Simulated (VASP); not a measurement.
Set up this calculation in VASP 6.6.1, as the native input.

```
Task                   : relaxation of cell and atoms
Functional             : RPBE
Potentials or basis    : VASP PAW PBE potentials, release 64 (Pt)
Cutoff                 : 500 eV
k mesh                 : 9 × 9 × 9
Occupations            : fermi-dirac, width 0.05 eV
Spin                   : no spin polarisation
Dipole correction      : no
Further INCAR settings : ALGO = Normal; EDIFF = 1e-07; IBRION = 2; EDIFFG = -0.01; NSW = 80; ISIF = 3
```

The structure of Pt lies in POSCAR:

```
Pt
1.0
    0.0000000000      1.9609000000      1.9609000000
    1.9609000000      0.0000000000      1.9609000000
    1.9609000000      1.9609000000      0.0000000000
Pt
1
Direct
    0.0000000000      0.0000000000      0.0000000000
```

The input as run:

INCAR

```
PREC = Accurate
ENCUT = 500
EDIFF = 1E-7
ISMEAR = -1
SIGMA = 0.05
LREAL = False
LASPH = True
NELM = 120
ALGO = Normal
ISIF = 3
LWAVE = False
LCHARG = False
GGA = RP
IBRION = 2
NSW = 80
EDIFFG = -0.01
GGA_COMPAT = False
NELMIN = 4
```

KPOINTS

```
regular mesh
0
Gamma
  9 9 9
```

Potentials or basis: VASP PAW PBE potentials, release 64 (Pt).

Run with:

```sh
$ cat potpaw_PBE.64/Pt/POTCAR > POTCAR
$ mpirun -np 1 vasp_std > vasp.out
```

Results of the run:

| Item | Value |
| --- | --- |
| Relaxed volume | 15.86 Å³/atom |
| Relaxed cell | a = 2.820 Å, b = 2.820 Å, c = 2.820 Å, α = 60.00°, β = 60.00°, γ = 60.00° |
| Space group after relaxing (to 0.05 Å) | Fm-3m (No. 225) |
| Energy gained by relaxing | 30.6 meV/atom |
| Ionic steps | 4 |
| Pressure after relaxing | -0.1 GPa |
| Band gap on the k mesh | zero (band 5 reaches 10.72 eV, above the bottom of band 6 at 8.82 eV) |

Caveat: the PAW data sets were made with another functional, which shifts forces and pressure a little; spin-orbit coupling is left out, which moves the levels of the heavy elements.

Run time: 11 s on 1 thread of Intel Xeon 6975P-C (shared host), peak memory 0.14 GiB.
